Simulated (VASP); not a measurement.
# TaSi6 (Fm-3m) in VASP: single point with PBE

Aim: the single point of TaSi6 with PBE.

All numbers are computed with VASP 6.6.1; they aren't measurements. Logs are shortened: lines on timing, memory, paths and dates and some standing lists are left out, and cuts for length are marked.

## 1. The cell of the first run

The structure is cubic, space group Fm-3m (No. 225). Conventional cell: a = 8.541 Å, b = 8.541 Å, c = 8.541 Å, α = 90.00°, β = 90.00°, γ = 90.00°. Ta (site symmetry m-3m) has 6 Si at 2.52 Å within 3.3 Å. Within 3.3 Å of Si (site symmetry 4mm) lie 4 Si at 2.48 Å and 1 Ta at 2.52 Å.

## 2. Single point, PBE

POSCAR reads:

```
TaSi6
1.0
    0.0000000000      4.2706641989      4.2706641989
    4.2706641989      0.0000000000      4.2706641989
    4.2706641989      4.2706641989      0.0000000000
Ta Si
1 6
Direct
    0.5000000000      0.5000000000      0.5000000000
    0.2051723741      0.7948276259      0.7948276259
    0.7948276259      0.2051723741      0.2051723741
    0.7948276259      0.2051723741      0.7948276259
    0.2051723741      0.7948276259      0.2051723741
    0.7948276259      0.7948276259      0.2051723741
    0.2051723741      0.2051723741      0.7948276259
```

INCAR.step1 reads:

```
PREC     = Accurate       # precision mode
ENCUT    = 520            # plane-wave cutoff, eV
EDIFF    = 1E-6           # SCF threshold, eV
ISMEAR   = 0              # smearing method
SIGMA    = 0.1            # smearing width, eV
LREAL    = F              # projectors in reciprocal space
LASPH    = T              # aspherical terms in the spheres
NELM     = 80             # most SCF steps
ALGO     = Normal         # electronic algorithm
ISIF     = 2              # what is computed and relaxed
LWAVE    = F              # write WAVECAR
LCHARG   = T              # write CHGCAR
LMAXMIX  = 4              # l up to which the mixer works
GGA      = PE             # functional
NBANDS   = 26             # bands
```

KPOINTS.step1 reads:

```
Automatic mesh
0
Gamma
  8 8 8
```

INCAR.step2 reads:

```
PREC     = Accurate       # precision mode
ENCUT    = 520            # plane-wave cutoff, eV
EDIFF    = 1E-6           # SCF threshold, eV
ISMEAR   = -5             # smearing method
SIGMA    = 0.1            # smearing width, eV
LREAL    = F              # projectors in reciprocal space
LASPH    = T              # aspherical terms in the spheres
NELM     = 80             # most SCF steps
ALGO     = Normal         # electronic algorithm
ISIF     = 2              # what is computed and relaxed
LWAVE    = F              # write WAVECAR
LCHARG   = F              # write CHGCAR
LMAXMIX  = 4              # l up to which the mixer works
GGA      = PE             # functional
LORBIT   = 10             # projections on sites
NEDOS    = 1001           # points of the DOS
ICHARG   = 11             # starting density
```

KPOINTS.step2 reads:

```
Automatic mesh
0
Gamma
  12 12 12
```

Potentials or basis: VASP PAW PBE potentials, release 64 (Ta_pv, Si).

Command:

```bash
cat potpaw_PBE.64/Ta_pv/POTCAR potpaw_PBE.64/Si/POTCAR > POTCAR
cp INCAR.step1 INCAR
cp KPOINTS.step1 KPOINTS
mpirun -np 1 vasp_std > vasp.out
cp INCAR.step2 INCAR
cp KPOINTS.step2 KPOINTS
mpirun -np 1 vasp_std > vasp.out
```

OUTCAR:

```text
PREC = Accurate
   ENCUT = 520
   EDIFF = 1E-6
   ISMEAR = -5
   LREAL = F
   LASPH = T
   NELM = 80
   ISIF = 2
   GGA = PE
   LORBIT = 10
   ICHARG = 11

 ion  position               nearest neighbor table
   1  0.500  0.500  0.500-   2 2.52   3 2.52   4 2.52   5 2.52   6 2.52   7 2.52
   2  0.205  0.795  0.795-   4 2.48   5 2.48   6 2.48   7 2.48   1 2.52
   3  0.795  0.205  0.205-   4 2.48   5 2.48   6 2.48   7 2.48   1 2.52
   4  0.795  0.205  0.795-   2 2.48   3 2.48   6 2.48   7 2.48   1 2.52
   5  0.205  0.795  0.205-   2 2.48   3 2.48   6 2.48   7 2.48   1 2.52
   6  0.795  0.795  0.205-   2 2.48   3 2.48   4 2.48   5 2.48   1 2.52
   7  0.205  0.205  0.795-   2 2.48   3 2.48   4 2.48   5 2.48   1 2.52

  LATTYP: Found a face centered cubic cell.
 ALAT       =     8.5413283978

  Lattice vectors:

 A1 = (   0.0000000000,   4.2706641989,   4.2706641989)
 A2 = (   4.2706641989,   0.0000000000,   4.2706641989)
 A3 = (   4.2706641989,   4.2706641989,   0.0000000000)

Analysis of symmetry for initial positions (statically):
=====================================================================
 Subroutine PRICEL returns:
 Original cell was already a primitive cell.

 Routine SETGRP: Setting up the symmetry group for a
 face centered cubic supercell.

 Subroutine GETGRP returns: Found 48 space group operations
 (whereof 48 operations were pure point group operations)
 out of a pool of 48 trial point group operations.

The static configuration has the point symmetry O_h .

Analysis of symmetry for dynamics (positions and initial velocities):
=====================================================================
 Subroutine PRICEL returns:
 Original cell was already a primitive cell.

 Routine SETGRP: Setting up the symmetry group for a
 face centered cubic supercell.

 Subroutine GETGRP returns: Found 48 space group operations
 (whereof 48 operations were pure point group operations)
 out of a pool of 48 trial point group operations.

The dynamic configuration has the point symmetry O_h .

 Subroutine INISYM returns: Found 48 space group operations
 (whereof 48 operations are pure point group operations),
 and found     1 'primitive' translations

----------------------------------------------------------------------------------------

                                     Primitive cell

  volume of cell :     155.7816

  direct lattice vectors                    reciprocal lattice vectors
     0.000000000  4.270664199  4.270664199    -0.117077807  0.117077807  0.117077807
     4.270664199  0.000000000  4.270664199     0.117077807 -0.117077807  0.117077807
     4.270664199  4.270664199  0.000000000     0.117077807  0.117077807 -0.117077807

  length of vectors
     6.039631230  6.039631230  6.039631230     0.202784711  0.202784711  0.202784711

  position of ions in fractional coordinates (direct lattice)
     0.500000000  0.500000000  0.500000000
     0.205172374  0.794827626  0.794827626
     0.794827626  0.205172374  0.205172374
     0.794827626  0.205172374  0.794827626
     0.205172374  0.794827626  0.205172374
     0.794827626  0.794827626  0.205172374
     0.205172374  0.205172374  0.794827626

  ion indices of the primitive-cell ions
   primitive index   ion index
                 1           1
                 2           2
                 3           3
                 4           4
                 5           5
                 6           6
                 7           7

----------------------------------------------------------------------------------------

 KPOINTS: Automatic mesh

Automatic generation of k-mesh.
 Grid dimensions read from file:
 generate k-points for:   12   12   12

 Generating k-lattice:

  Cartesian coordinates                     Fractional coordinates (reciprocal lattice)
    -0.009756484  0.009756484  0.009756484     0.083333333  0.000000000  0.000000000
     0.009756484 -0.009756484  0.009756484     0.000000000  0.083333333  0.000000000
     0.009756484  0.009756484 -0.009756484     0.000000000  0.000000000  0.083333333

  Length of vectors
     0.016898726  0.016898726  0.016898726

  Shift w.r.t. Gamma in fractional coordinates (k-lattice)
     0.000000000  0.000000000  0.000000000

 TETIRR: Found    247 inequivalent tetrahedra from    10368

 Subroutine IBZKPT returns following result:
 ===========================================

 Found     72 irreducible k-points:

 Following reciprocal coordinates:
            Coordinates               Weight
  0.000000  0.000000  0.000000      1.000000
  0.083333  0.000000  0.000000      8.000000
  0.166667  0.000000  0.000000      8.000000
  0.250000  0.000000  0.000000      8.000000
  0.333333  0.000000  0.000000      8.000000
  0.416667  0.000000  0.000000      8.000000
[... 16 lines left out ...]
  0.500000  0.166667  0.000000     24.000000
 -0.416667  0.166667  0.000000     24.000000
 [... further k-points ...]
   k-points           NKPTS =     72   k-points in BZ     NKDIM =     72   number of bands    NBANDS=     21
   number of dos      NEDOS =   1001   number of ions     NIONS =      7
   total plane-waves  NPLWV = 110592
   dimension x,y,z NGX =    48 NGY =   48 NGZ =   48
   dimension x,y,z NGXF=    96 NGYF=   96 NGZF=   96
   ions per type =               1   6
   NGX,Y,Z   is equivalent  to a cutoff of  13.21, 13.21, 13.21 a.u.
   NGXF,Y,Z  is equivalent  to a cutoff of  26.42, 26.42, 26.42 a.u.
 SYSTEM =  unknown system
   PREC   = accura    normal or accurate (medium, high low for compatibility)
   ISTART =      0    job   : 0-new  1-cont  2-samecut
   ICHARG =     11    charge: 1-file 2-atom 10-const
   ISPIN  =      1    spin polarized calculation?
   LNONCOLLINEAR =      F non collinear calculations
   LSORBIT =      F    spin-orbit coupling
   LASPH  =      T    aspherical Exc in radial PAW
   ENCUT  =  520.0 eV  38.22 Ry    6.18 a.u.  11.23 11.23 11.23*2*pi/ulx,y,z
   NELM   =     80;   NELMIN=  2; NELMDL=  0     # of ELM steps
   EDIFF  = 0.1E-05   stopping-criterion for ELM
   LREAL  =      F    real-space projection
[... 7 lines left out ...]
   TEBEG  =    0.0;   TEEND  =   0.0 temperature during run
   PSTRESS=    0.0 pullay stress
   NELECT =      35.0000    total number of electrons
   NUPDOWN=      -1.0000    fix difference up-down
   EMIN   =  10.00;   EMAX   =-10.00  energy-range for DOS
   EFERMI =   0.00;   METHOD = LEGACY
   ISMEAR =    -5;   SIGMA  =   0.10  broadening in eV -4-tet -1-fermi 0-gaus
   EFERMI_NEDOS =   21; number of points for ismear=-14 and -15
   IALGO  =     38    algorithm
   IMIX   =      4    mixing-type and parameters
     AMIX     =   0.40;   BMIX     =  1.00
     AMIX_MAG =   1.60;   BMIX_MAG =  1.00
  volume/ion in A,a.u.               =      22.25       150.18
  Fermi-wavevector in a.u.,A,eV,Ry     =   0.995235  1.880721 13.476458  0.990492
  Thomas-Fermi vector in A             =   2.127241
   LORBIT       =     10    0 simple, 1 ext, 2 COOP (PROOUT), +10 PAW based schemes
   GGA     = PE    functional components
   LHFCALC =     F    Hartree Fock is set to
   AEXX    =    0.0000 exact exchange contribution
   IVDW    =     0    specifies the selected vdW correction
   LEPSILON=     F    determine dielectric tensor
   LRPA    =     F    only Hartree local field effects (RPA)
 non-spin polarized calculation
 Fermi weights with tetrahedron method with Bloechl corrections
  energy-cutoff  :      520.00
  volume of cell :      155.78
 maximum number of plane-waves:      4279
 NGX is ok and might be reduce to    48

 number of electron      35.0000000 magnetization

 Free energy of the ion-electron system (eV)
  ---------------------------------------------------
  ext. energy  EPLUGINS =         0.00000000
  ---------------------------------------------------
  free energy    TOTEN  =       -41.85604561 eV

  energy without entropy =      -41.85604561  energy(sigma->0) =      -41.85604561

 E-fermi :   4.3189     XC(G=0):  -9.2248

 val. band max:        4.3108510991   @ k =  -0.4167   0.2500   0.0000
 cond. band min:       4.2473011455   @ k =  -0.4167   0.1667   0.0000
 fundamental gap:     -0.0635499536
 Fermi energy:         4.3189426557

 k-point     1 :       0.0000    0.0000    0.0000
  band No.  band energies     occupation
      1     -29.4026      2.00000
      2     -29.4026      2.00000
      3     -29.4026      2.00000
      4      -7.8379      2.00000
      5      -2.8942      2.00000
      6      -2.8942      2.00000
[... 13 lines left out ...]
     20       6.4237      0.00000
     21       6.4278      0.00000

 k-point     2 :       0.0833    0.0000    0.0000
  band No.  band energies     occupation
      1     -29.4026      2.00000
      2     -29.4026      2.00000
      3     -29.4026      2.00000
      4      -7.8201      2.00000
      5      -3.0643      2.00000
      6      -2.9160      2.00000
[... 13 lines left out ...]
     20       6.4909      0.00000
     21       6.5018      0.00000
[... 487 lines left out ...]
      5      -4.2358      2.00000
      6      -3.2946      2.00000
[... 13 lines left out ...]
     20       7.0302      0.00000
     21       7.1939      0.00000

 k-point    24 :      -0.4167    0.1667    0.0000
  band No.  band energies     occupation
      1     -29.4027      2.00000
      2     -29.4026      2.00000
      3     -29.4026      2.00000
      4      -7.5143      2.00000
      5      -4.2649      2.00000
      6      -3.3135      2.00000
[... 13 lines left out ...]
     20       6.9334      0.00000
     21       7.1431      0.00000

 [... further k-points ...]

------------------------ aborting loop because EDIFF is reached ----------------------------------------

  FORCE on cell =-STRESS in cart. coord.  units (eV):
  Direction    XX          YY          ZZ          XY          YZ          ZX
  --------------------------------------------------------------------------------------
  -------------------------------------------------------------------------------------
  Total        0.0014392      0.0014392      0.0014392      0.0000000     -0.0000000      0.0000000
  in kB        0.0148019      0.0148019      0.0148019      0.0000000     -0.0000000      0.0000000
  external PRESSURE =       0.0148019 kB  Pullay stress =       0.0000000 kB

 VOLUME and BASIS-vectors are now :
 -----------------------------------------------------------------------------
  energy-cutoff  :      520.00
  volume of cell :      155.78
      direct lattice vectors                 reciprocal lattice vectors
     0.000000000  4.270664199  4.270664199    -0.117077807  0.117077807  0.117077807
     4.270664199  0.000000000  4.270664199     0.117077807 -0.117077807  0.117077807
     4.270664199  4.270664199  0.000000000     0.117077807  0.117077807 -0.117077807

 POSITION                                       TOTAL-FORCE (eV/Angst)
 -----------------------------------------------------------------------------------
      4.27066      4.27066      4.27066         0.000000     -0.000000      0.000000
      6.78888      4.27066      4.27066         0.028512     -0.000000      0.000000
      1.75244      4.27066      4.27066        -0.028512     -0.000000      0.000000
      4.27066      6.78888      4.27066         0.000000      0.028512      0.000000
      4.27066      1.75244      4.27066         0.000000     -0.028512      0.000000
      4.27066      4.27066      6.78888         0.000000     -0.000000      0.028512
      4.27066      4.27066      1.75244         0.000000     -0.000000     -0.028512
 -----------------------------------------------------------------------------------
    total drift:                               -0.000000     -0.000000      0.000000

  FREE ENERGIE OF THE ION-ELECTRON SYSTEM (eV)
  ---------------------------------------------------
  free  energy   TOTEN  =       -41.8560456071 eV

  energy  without entropy=      -41.8560456071  energy(sigma->0) =      -41.85604561

 total charge

# of ion       s       p       d       tot
------------------------------------------
    1        0.326   6.198   2.454   8.978
    2        0.807   0.827   0.000   1.634
    3        0.807   0.827   0.000   1.634
    4        0.807   0.827   0.000   1.634
    5        0.807   0.827   0.000   1.634
    6        0.807   0.827   0.000   1.634
    7        0.807   0.827   0.000   1.634
--------------------------------------------------
tot          5.166  11.160   2.454  18.780
```

Run time: 3.8 min. Hardware: 1 thread of Intel Xeon Platinum 8259CL at 2.50GHz (Skylake/Cascade Lake), shared host; peak memory 0.44 GiB.

Results:

```
Valence electrons inside the program's atomic spheres : Ta 8.98; Si 1.63
```

Caveat: spin-orbit coupling is left out, which moves the levels of the heavy elements; tetrahedron occupations give inexact forces and stress in metals.
